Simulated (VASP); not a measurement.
Here is a VASP 6.6.1 calculation.

The input INCAR:

```
SYSTEM = Be4ZnTe
PREC = Accurate
ENCUT = 600
EDIFF = 1E-6
ISMEAR = 0
SIGMA = 0.2
LREAL = .False.
LASPH = .True.
NELM = 120
ALGO = Normal
ISIF = 2
LWAVE = .False.
LCHARG = .False.
GGA = PE
NBANDS = 22
GGA_COMPAT = .False.
```

File KPOINTS:

```
regular mesh
0
Gamma
  5 5 3
  0 0 0
```

POSCAR

```
Be4ZnTe
1.0
    3.8405180771      0.0000000000      0.0000000000
   -1.9202590386      3.3259862185      0.0000000000
    0.0000000000      0.0000000000      7.2278759014
Be Zn Te
4 1 1
Direct
    0.3333333333      0.6666666667     -0.0461031155
    0.6666666667      0.3333333333     -0.0461031155
    0.3333333333      0.6666666667      0.2459925744
    0.6666666667      0.3333333333      0.2459925744
    0.0000000000      0.0000000000      0.3473973544
    0.0000000000      0.0000000000      0.7535738177
```

Potentials or basis: VASP PAW PBE potentials, release 64 (Be, Zn, Te).

Launch:

```console
$ cat potpaw_PBE.64/Be/POTCAR potpaw_PBE.64/Zn/POTCAR potpaw_PBE.64/Te/POTCAR > POTCAR
$ mpirun -np 1 vasp_std > vasp.out
```

What does it give for the largest force?

0.034 eV/Å.

Predict the pressure.

0.3 GPa.

Predict the band gap on the k mesh.

zero (bands 13 and 14 overlap by 0.94 eV).

Forces on the atoms (eV/Å):
```
Be   0.000  0.000 -0.001
Be   0.000  0.000 -0.001
Be   0.000  0.000 -0.009
Be   0.000  0.000 -0.009
Zn   0.000  0.000  0.034
Te   0.000  0.000 -0.015
```

Caveat: the k points lie up to 0.38 Å⁻¹ apart, too coarse for converged energies and pressures of a metal; spin-orbit coupling is left out, which moves the levels of the heavy elements.
